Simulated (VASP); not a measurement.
# TiSi2 (P-6m2) in VASP: single point with PBEsol

Aim: the single point of TiSi2 with PBEsol.

Everything below comes from runs of VASP 6.6.1. Logs are shortened: lines on timing, memory, paths and dates and some standing lists are left out, and cuts for length are marked.

## (1) The cell of the first run

It takes space group P-6m2 (No. 187, hexagonal). The conventional cell has a = 4.415 Å, b = 4.415 Å, c = 2.573 Å, α = 90.00°, β = 90.00°, γ = 120.00°. Within 3.4 Å of Si (site symmetry -6m2) lie 8 Si at 2.57 to 2.86 Å and 6 Ti at 2.86 Å. Si (site symmetry -6m2) has 3 Ti at 2.55 Å and 8 Si at 2.57 to 2.86 Å within 3.4 Å. Within 3.4 Å of Ti (site symmetry -6m2) lie 9 Si at 2.55 to 2.86 Å and 2 Ti at 2.57 Å.

## (2) Single point, PBEsol

INCAR

```
SYSTEM = TiSi2
PREC     = Accurate       ! precision mode
ENCUT    = 520            ! plane-wave cutoff, eV
EDIFF    = 1E-6           ! SCF threshold, eV
ISMEAR   = 0              ! smearing method
SIGMA    = 0.1            ! smearing width, eV
LREAL    = .FALSE.        ! projectors in reciprocal space
LASPH    = .TRUE.         ! aspherical terms in the spheres
NELM     = 80             ! most SCF steps
ALGO     = Normal         ! electronic algorithm
ISIF     = 2              ! what is computed and relaxed
LWAVE    = .FALSE.        ! write WAVECAR
LCHARG   = .FALSE.        ! write CHGCAR
GGA      = PS             ! functional
NBANDS   = 29             ! bands
```

KPOINTS

```
Automatic mesh
0
G
  12 12 8
  0 0 0
```

POSCAR

```
TiSi2
1.0
    2.2077364448     -3.8239116920      0.0000000000
   -4.4154728895      0.0000000000      0.0000000000
    0.0000000000      0.0000000000     -5.1461469504
Si Ti
4 2
Direct
    0.0000000000      1.0000000000      0.5000000000
    0.0000000000      1.0000000000      0.0000000000
    0.6666666667      0.3333333333      0.2500000000
    0.6666666667      0.3333333333      0.7500000000
    0.3333333333      0.6666666667      0.2500000000
    0.3333333333      0.6666666667      0.7500000000
```

Potentials or basis: VASP PAW PBE potentials, release 64 (Si, Ti_sv).

Command:

```bash
$ cat potpaw_PBE.64/Si/POTCAR potpaw_PBE.64/Ti_sv/POTCAR > POTCAR
$ mpirun -np 1 vasp_std > vasp.out
```

OUTCAR:

```text
SYSTEM = TiSi2
   PREC = Accurate
   ENCUT = 520
   EDIFF = 1E-6
   ISMEAR = 0
   LREAL = .FALSE.
   LASPH = .TRUE.
   NELM = 80
   ISIF = 2
   GGA = PS

 ion  position               nearest neighbor table
   1  0.000  0.000  0.500-   2 2.57   2 2.57   4 2.86   5 2.86   6 2.86   3 2.86   5 2.86   6 2.86
                             3 2.86   4 2.86   3 2.86   4 2.86   5 2.86   6 2.86
   2  0.000  0.000  0.000-   1 2.57   1 2.57   4 2.86   5 2.86   6 2.86   3 2.86   5 2.86   6 2.86
                             3 2.86   4 2.86   3 2.86   4 2.86   5 2.86   6 2.86
   3  0.667  0.333  0.250-   5 2.55   5 2.55   5 2.55   4 2.57   4 2.57   1 2.86   2 2.86   1 2.86
                             2 2.86   1 2.86   2 2.86
   4  0.667  0.333  0.750-   6 2.55   6 2.55   6 2.55   3 2.57   3 2.57   1 2.86   2 2.86   1 2.86
                             2 2.86   1 2.86   2 2.86
   5  0.333  0.667  0.250-   3 2.55   3 2.55   3 2.55   6 2.57   6 2.57   1 2.86   2 2.86   2 2.86
                             1 2.86   2 2.86   1 2.86
   6  0.333  0.667  0.750-   4 2.55   4 2.55   4 2.55   5 2.57   5 2.57   1 2.86   2 2.86   2 2.86
                             1 2.86   2 2.86   1 2.86

  LATTYP: Found a hexagonal cell.
 ALAT       =     4.4154728895
 C/A-ratio  =     1.1654803640

  Lattice vectors:

 A1 = (   2.2077364448,  -3.8239116920,   0.0000000000)
 A2 = (  -4.4154728895,   0.0000000000,   0.0000000000)
 A3 = (   0.0000000000,   0.0000000000,  -5.1461469504)

Analysis of symmetry for initial positions (statically):
=====================================================================
 Subroutine PRICEL returns following result:

  LATTYP: Found a hexagonal cell.
 ALAT       =     4.4154728895
 C/A-ratio  =     0.5827401820

  Lattice vectors:

 A1 = (   2.2077364448,  -3.8239116920,   0.0000000000)
 A2 = (  -4.4154728895,   0.0000000000,   0.0000000000)
 A3 = (   0.0000000000,   0.0000000000,  -2.5730734752)

   2 primitive cells build up your supercell.

 Routine SETGRP: Setting up the symmetry group for a
 hexagonal supercell.

 Subroutine GETGRP returns: Found 12 space group operations
 (whereof 12 operations were pure point group operations)
 out of a pool of 24 trial point group operations.

The static configuration has the point symmetry D_3h.

Analysis of symmetry for dynamics (positions and initial velocities):
=====================================================================
 Subroutine PRICEL returns following result:

  LATTYP: Found a hexagonal cell.
 ALAT       =     4.4154728895
 C/A-ratio  =     0.5827401820

  Lattice vectors:

 A1 = (   2.2077364448,  -3.8239116920,   0.0000000000)
 A2 = (  -4.4154728895,   0.0000000000,   0.0000000000)
 A3 = (   0.0000000000,   0.0000000000,  -2.5730734752)

   2 primitive cells build up your supercell.

 Routine SETGRP: Setting up the symmetry group for a
 hexagonal supercell.

 Subroutine GETGRP returns: Found 12 space group operations
 (whereof 12 operations were pure point group operations)
 out of a pool of 24 trial point group operations.

The dynamic configuration has the point symmetry D_3h.

 Subroutine INISYM returns: Found 12 space group operations
 (whereof 12 operations are pure point group operations),
 and found     2 'primitive' translations

----------------------------------------------------------------------------------------

                                     Primitive cell

  volume of cell :      43.4447

  direct lattice vectors                    reciprocal lattice vectors
     2.207736445 -3.823911692  0.000000000     0.000000000 -0.261512315  0.000000000
    -4.415472890  0.000000000  0.000000000    -0.226476308 -0.130756158  0.000000000
     0.000000000  0.000000000 -2.573073475     0.000000000  0.000000000 -0.388640282

  length of vectors
     4.415472890  4.415472890  2.573073475     0.261512315  0.261512315  0.388640282

  position of ions in fractional coordinates (direct lattice)
     0.000000000  0.000000000  0.000000000
     0.666666667  0.333333333  0.500000000
     0.333333333  0.666666667  0.500000000

  ion indices of the primitive-cell ions
   primitive index   ion index
                 1           1
                 2           3
                 3           5

----------------------------------------------------------------------------------------

 KPOINTS: Automatic mesh

Automatic generation of k-mesh.
 Grid dimensions read from file:
 generate k-points for:   12   12    8

 Generating k-lattice:

  Cartesian coordinates                     Fractional coordinates (reciprocal lattice)
     0.000000000 -0.021792693  0.000000000     0.083333333  0.000000000  0.000000000
    -0.018873026 -0.010896346  0.000000000     0.000000000  0.083333333  0.000000000
     0.000000000  0.000000000 -0.024290018     0.000000000  0.000000000  0.125000000

  Length of vectors
     0.021792693  0.021792693  0.024290018

  Shift w.r.t. Gamma in fractional coordinates (k-lattice)
     0.000000000  0.000000000  0.000000000

 Subroutine IBZKPT returns following result:
 ===========================================

 Found     95 irreducible k-points:

 Following reciprocal coordinates:
            Coordinates               Weight
  0.000000  0.000000  0.000000      1.000000
  0.083333  0.000000  0.000000      6.000000
  0.166667  0.000000  0.000000      6.000000
  0.250000  0.000000  0.000000      6.000000
  0.333333  0.000000  0.000000      6.000000
  0.416667  0.000000  0.000000      6.000000
[... 16 lines left out ...]
  0.250000  0.000000  0.125000     12.000000
  0.333333  0.000000  0.125000     12.000000
 [... further k-points ...]
   k-points           NKPTS =     95   k-points in BZ     NKDIM =     95   number of bands    NBANDS=     29
   number of dos      NEDOS =    301   number of ions     NIONS =      6
   total plane-waves  NPLWV =  51840
   dimension x,y,z NGX =    36 NGY =   36 NGZ =   40
   dimension x,y,z NGXF=    72 NGYF=   72 NGZF=   80
   ions per type =               4   2
   NGX,Y,Z   is equivalent  to a cutoff of  13.55, 13.55, 12.92 a.u.
   NGXF,Y,Z  is equivalent  to a cutoff of  27.11, 27.11, 25.84 a.u.
 SYSTEM =  TiSi2
   PREC   = accura    normal or accurate (medium, high low for compatibility)
   ISTART =      0    job   : 0-new  1-cont  2-samecut
   ICHARG =      2    charge: 1-file 2-atom 10-const
   ISPIN  =      1    spin polarized calculation?
   LNONCOLLINEAR =      F non collinear calculations
   LSORBIT =      F    spin-orbit coupling
   LASPH  =      T    aspherical Exc in radial PAW
   ENCUT  =  520.0 eV  38.22 Ry    6.18 a.u.   8.21  8.21  9.57*2*pi/ulx,y,z
   NELM   =     80;   NELMIN=  2; NELMDL= -5     # of ELM steps
   EDIFF  = 0.1E-05   stopping-criterion for ELM
   LREAL  =      F    real-space projection
   EDIFFG = 0.1E-04   stopping-criterion for IOM
   NSW    =      0    number of steps for IOM
   IBRION =     -1    ionic relax: 0-MD 1-quasi-New 2-CG
   NFREE  =      0    steps in history (QN), initial steepest desc. (CG)
   ISIF   =      2    stress and relaxation
   ISYM   =      2    0-nonsym 1-usesym 2-fastsym
   POTIM  = 0.5000    time-step for ionic-motion
   TEBEG  =    0.0;   TEEND  =   0.0 temperature during run
   PSTRESS=    0.0 pullay stress
   NELECT =      40.0000    total number of electrons
   NUPDOWN=      -1.0000    fix difference up-down
   EMIN   =  10.00;   EMAX   =-10.00  energy-range for DOS
   EFERMI =   0.00;   METHOD = LEGACY
   ISMEAR =     0;   SIGMA  =   0.10  broadening in eV -4-tet -1-fermi 0-gaus
   EFERMI_NEDOS =   21; number of points for ismear=-14 and -15
   IALGO  =     38    algorithm
   IMIX   =      4    mixing-type and parameters
     AMIX     =   0.40;   BMIX     =  1.00
     AMIX_MAG =   1.60;   BMIX_MAG =  1.00
  volume/ion in A,a.u.               =      14.48        97.73
  Fermi-wavevector in a.u.,A,eV,Ry     =   1.264074  2.388753 21.740510  1.597882
  Thomas-Fermi vector in A             =   2.397398
   LORBIT       =      0    0 simple, 1 ext, 2 COOP (PROOUT), +10 PAW based schemes
   GGA     = PS    functional components
   LHFCALC =     F    Hartree Fock is set to
   AEXX    =    0.0000 exact exchange contribution
   IVDW    =     0    specifies the selected vdW correction
   LEPSILON=     F    determine dielectric tensor
   LRPA    =     F    only Hartree local field effects (RPA)
 non-spin polarized calculation
 Gauss-broadening in eV      SIGMA  =   0.10
  energy-cutoff  :      520.00
  volume of cell :       86.89
 maximum number of plane-waves:      2360
 NGX is ok and might be reduce to    36
   NGX = 17   NGY = 17   NGZ = 19

 number of electron      40.0000005 magnetization

 Free energy of the ion-electron system (eV)
  ---------------------------------------------------
  ext. energy  EPLUGINS =         0.00000000
  ---------------------------------------------------
  free energy    TOTEN  =       -39.76718118 eV

  energy without entropy =      -39.74778213  energy(sigma->0) =      -39.75748166

 E-fermi :   9.7423     XC(G=0): -11.6665

 val. band max:        9.7415603066   @ k =   0.5000   0.0000   0.3750
 cond. band min:       9.7450088032   @ k =   0.1667   0.0833   0.5000
 fundamental gap:      0.0034484967
 Fermi energy:         9.7423473240

 k-point     1 :       0.0000    0.0000    0.0000
  band No.  band energies     occupation
      1     -46.2046      2.00000
      2     -46.0440      2.00000
      3     -23.0483      2.00000
      4     -22.6298      2.00000
      5     -22.6298      2.00000
      6     -22.4949      2.00000
[... 21 lines left out ...]
     28      13.8456      0.00000
     29      13.8456      0.00000

 k-point     2 :       0.0833    0.0000    0.0000
  band No.  band energies     occupation
      1     -46.2046      2.00000
      2     -46.0439      2.00000
      3     -23.0482      2.00000
      4     -22.6308      2.00000
      5     -22.6301      2.00000
      6     -22.4955      2.00000
[... 696 lines left out ...]
 k-point    24 :       0.3333    0.0000    0.1250
  band No.  band energies     occupation
      1     -46.1983      2.00000
      2     -46.0499      2.00000
      3     -23.0094      2.00000
      4     -22.6357      2.00000
      5     -22.6272      2.00000
      6     -22.5072      2.00000
[... 21 lines left out ...]
     28      13.5674      0.00000
     29      13.6073      0.00000

 [... further k-points ...]

------------------------ aborting loop because EDIFF is reached ----------------------------------------

  FORCE on cell =-STRESS in cart. coord.  units (eV):
  Direction    XX          YY          ZZ          XY          YZ          ZX
  --------------------------------------------------------------------------------------
  -------------------------------------------------------------------------------------
  Total        0.0302459      0.0302459      0.0206719     -0.0000000     -0.0000000     -0.0000000
  in kB        0.5577126      0.5577126      0.3811747     -0.0000000     -0.0000000     -0.0000000
  external PRESSURE =       0.4988666 kB  Pullay stress =       0.0000000 kB

 VOLUME and BASIS-vectors are now :
 -----------------------------------------------------------------------------
  energy-cutoff  :      520.00
  volume of cell :       86.89
      direct lattice vectors                 reciprocal lattice vectors
     2.207736445 -3.823911692  0.000000000     0.000000000 -0.261512315  0.000000000
    -4.415472890  0.000000000  0.000000000    -0.226476308 -0.130756158  0.000000000
     0.000000000  0.000000000 -5.146146950     0.000000000  0.000000000 -0.194320141

 POSITION                                       TOTAL-FORCE (eV/Angst)
 -----------------------------------------------------------------------------------
      0.00000      0.00000     -2.57307        -0.000000     -0.000000     -0.000000
      0.00000      0.00000      0.00000        -0.000000     -0.000000     -0.000000
      0.00000     -2.54927     -1.28654         0.000000     -0.000000     -0.000000
      0.00000     -2.54927     -3.85961         0.000000     -0.000000     -0.000000
     -2.20774     -1.27464     -1.28654         0.000000      0.000000      0.000000
     -2.20774     -1.27464     -3.85961         0.000000      0.000000      0.000000
 -----------------------------------------------------------------------------------
    total drift:                                0.000001     -0.000001      0.000000

  FREE ENERGIE OF THE ION-ELECTRON SYSTEM (eV)
  ---------------------------------------------------
  free  energy   TOTEN  =       -39.7671811846 eV

  energy  without entropy=      -39.7477821299  energy(sigma->0) =      -39.75748166
```

It took 4.6 min on 1 thread of AMD EPYC 9R45 (Zen 5), shared host; peak memory 0.31 GiB.

Results:

```yaml
Free_energy: -39.7672 eV
Pressure: 0.0 GPa
Band_gap_on_the_k_mesh: zero (band 20 reaches 10.41 eV, above the bottom of band 21 at 9.06 eV)
```

Levels at points of the mesh, in eV from the Fermi level:
```csv
k point,band 16,band 17,band 18,band 19,band 20,band 21,band 22,band 23,band 24,band 25
"(0.00, 0.00, 0.00)",-1.21,-1.09,-1.09,-1.06,-0.39,-0.39,0.11,0.38,1.66,1.66
"(0.50, 0.00, 0.00)",-3.54,-2.20,-0.59,-0.39,0.24,0.38,1.53,1.63,2.39,2.67
"(0.00, 0.00, 0.50)",-3.51,-1.35,-1.35,-0.68,-0.68,-0.68,-0.68,2.62,2.62,3.42
"(0.50, 0.00, 0.50)",-2.14,-0.38,-0.38,0.24,0.24,0.46,0.46,1.68,1.68,2.14
```

Caveat: the PAW data sets were made with another functional, which shifts forces and pressure a little.
